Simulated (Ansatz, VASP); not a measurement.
# Ti2Si3 in VASP and in Ansatz

File INCAR:

```
PREC     = Accurate       # precision mode
ENCUT    = 600            # plane-wave cutoff, eV
EDIFF    = 1E-6           # SCF threshold, eV
ISMEAR   = 0              # smearing method
SIGMA    = 0.1            # smearing width, eV
LREAL    = F              # projectors in reciprocal space
LASPH    = T              # aspherical terms in the spheres
NELM     = 100            # most SCF steps
ALGO     = Normal         # electronic algorithm
ISIF     = 3              # what is computed and relaxed
LWAVE    = F              # write WAVECAR
LCHARG   = F              # write CHGCAR
GGA      = PE             # functional
IBRION   = 2              # ionic algorithm
NSW      = 90             # ionic steps
EDIFFG   = -0.04          # ionic threshold
```

KPOINTS

```
Automatic mesh
0
Gamma
  4 4 4
```

POSCAR

```
Ti2Si3
1.0
    5.4117791300      0.0000000000      0.0000000000
    0.0000000000      5.4117791300      0.0000000000
    0.0000000000      0.0000000000      5.4117791300
Ti Si
4 6
Direct
    0.2500000000      0.2500000000      0.2500000000
    0.2500000000      0.7500000000      0.7500000000
    0.7500000000      0.7500000000      0.2500000000
    0.7500000000      0.2500000000      0.7500000000
    0.0000000000      0.5000000000      0.5000000000
    0.0000000000      0.5000000000      0.0000000000
    0.5000000000      0.0000000000      0.5000000000
    0.0000000000      0.0000000000      0.5000000000
    0.5000000000      0.0000000000      0.0000000000
    0.5000000000      0.5000000000      0.0000000000
```

Input for Ansatz:

```yaml
crystal:
  lattice:
    - [5.41177913, 0.0, 0.0]
    - [0.0, 5.41177913, 0.0]
    - [0.0, 0.0, 5.41177913]
  atoms:
    - { symbol: Ti, position: [0.25, 0.25, 0.25] }
    - { symbol: Ti, position: [0.25, 0.75, 0.75] }
    - { symbol: Ti, position: [0.75, 0.75, 0.25] }
    - { symbol: Ti, position: [0.75, 0.25, 0.75] }
    - { symbol: Si, position: [0.0, 0.5, 0.5] }
    - { symbol: Si, position: [0.0, 0.5, 0.0] }
    - { symbol: Si, position: [0.5, 0.0, 0.5] }
    - { symbol: Si, position: [0.0, 0.0, 0.5] }
    - { symbol: Si, position: [0.5, 0.0, 0.0] }
    - { symbol: Si, position: [0.5, 0.5, 0.0] }
basis:
  ecutwfc: 420
kpoints:
  mp_grid: { grid: [4, 4, 4] }
hamiltonian:
  xc: pbe
scf:
  occupations: { method: gaussian, width: 0.1 }
  lower_state_search: "off"
output:
  forces: true
  stress: true
  eigenvalues: true
relax:
  adjacent_minimum: "off"
  f_tol: 0.04
  max_steps: 70
  cell: { stress_tol: 0.4 }
```

Change from the starting cell: species swapped into the Zn3As2 type (Pn-3m, No. 224).

Alike in both runs: task relaxation of cell and atoms; functional PBE; k mesh 4 × 4 × 4; occupations gaussian, width 0.1 eV; no spin polarisation.

|  | VASP | Ansatz |
| --- | --- | --- |
| version | VASP 6.6.1 | Ansatz 0.2.0 |
| potentials or method | VASP PAW PBE potentials, release 64 (Ti_sv, Si), cutoff 600 eV | scalar-relativistic, plane waves, PAW |
| valence electrons in the cell | 72 | 72 |

Ansatz gave:

```
gap on the k mesh at the Fermi level, each at its own relaxed structure (eV)  : none
relaxed volume (Å³/atom)                                                      : 20.18
relaxed length of the cell vector where the two differ most in proportion (Å) : 5.866
```

Problem. Which values does VASP return?

Solution. gap on the k mesh at the Fermi level, each at its own relaxed structure (eV): none; relaxed volume (Å³/atom): 20.19; relaxed length of the cell vector where the two differ most in proportion (Å): 5.866.

A gap of «none» marks a metal or a gap that the smearing closes.

Noted on VASP's run: the volume moved by over 15 % at a fixed basis, so the end points are rough.
